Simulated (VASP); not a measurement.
A run of VASP 6.6.1 is set up as follows.

Contents of INCAR:

```
SYSTEM = Ge
PREC = Accurate
ENCUT = 520
EDIFF = 1E-7
ISMEAR = 0
SIGMA = 0.15
LREAL = .FALSE.
LASPH = .TRUE.
NELM = 60
ALGO = Normal
ISIF = 2
LWAVE = .FALSE.
LCHARG = .FALSE.
GGA = CA
NBANDS = 21
```

KPOINTS

```
regular mesh
0
G
  14 14 14
  0 0 0
```

POSCAR

```
Ge
1.0
    0.0000000000      2.8853454000      2.8287700000
    2.8287700000      0.0000000000      2.8287700000
    2.8287700000      2.8853454000      0.0000000000
Ge
2
Direct
    0.5000000000      0.5000000000      0.5000000000
    0.7500000000      0.7500000000      0.7500000000
```

Potentials or basis: VASP PAW LDA potentials, release 64 (Ge_d).

Run with:

```bash
$ cat potpaw_LDA.64/Ge_d/POTCAR > POTCAR
$ mpirun -np 1 vasp_std > vasp.out
```

Problem. What does it give for the pressure?

Solution. -2.4 GPa.

Problem. Predict the band gap on the k mesh.

Solution. Zero (band 14 reaches 4.58 eV, above the bottom of band 15 at 4.53 eV).

Stress tensor (GPa, compression positive):
```
-1.88  0.00  0.00
 0.00 -3.32  0.00
 0.00  0.00 -1.88
```

Caveat: the cell differs from its parent crystal (strain +0.0200 x Voigt [0, 1, 0, 0, 0, 0]).
